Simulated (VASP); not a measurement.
Wanted: the native input for a VASP 6.6.1 run.

* Task: single point
* Functional: PBEsol
* Potentials or basis: VASP PAW PBE potentials, release 64 (Ir_sv_GW)
* Cutoff: 560 eV
* k mesh: 22 × 22 × 22
* Occupations: gaussian, width 0.15 eV
* Spin: no spin polarisation
* Dipole correction: no
* Further INCAR settings: ALGO = Normal; EDIFF = 1e-06; NBANDS = 14

The structure of Ir lies in POSCAR:

```
Ir
1.0
    0.0000000000      1.8717075000      1.9197000000
    1.8717075000      0.0000000000      1.9197000000
    1.8717075000      1.8717075000      0.0000000000
Ir
1
Direct
    0.0000000000      0.0000000000      0.0000000000
```

This cell differs from its parent crystal: strain -0.025 along x and y, +0.000 along z.

The input as run:

INCAR

```
SYSTEM = Ir
ALGO = Normal
EDIFF = 1E-6
ENCUT = 560
GGA = PS
GGA_COMPAT = .FALSE.
ISIF = 2
ISMEAR = 0
LASPH = .TRUE.
LCHARG = .FALSE.
LREAL = .FALSE.
LWAVE = .FALSE.
NBANDS = 14
NELM = 120
PREC = Accurate
SIGMA = 0.15
```

KPOINTS

```
k-points
0
G
  22 22 22
  0 0 0
```

Potentials or basis: VASP PAW PBE potentials, release 64 (Ir_sv_GW).

Run with:

```sh
$ cat potpaw_PBE.64/Ir_sv_GW/POTCAR > POTCAR
$ mpirun -np 1 vasp_std > vasp.out
```

It gave:

```json
{
  "Pressure": "17.1 GPa",
  "Band gap on the k mesh": "zero (an odd number of electrons rules out a gap without spin polarisation)"
}
```

Caveat: the cell differs from its parent crystal (strain -0.025 along x and y, +0.000 along z); the stress differs along the axes, from 10 to 21 GPa; the PAW data sets were made with another functional, which shifts forces and pressure a little; spin-orbit coupling is left out, which moves the levels of the heavy elements.

Wall time 7.1 min on 1 thread of AMD EPYC 7R13 Processor (Zen 3) (shared host), peak memory 0.26 GiB.
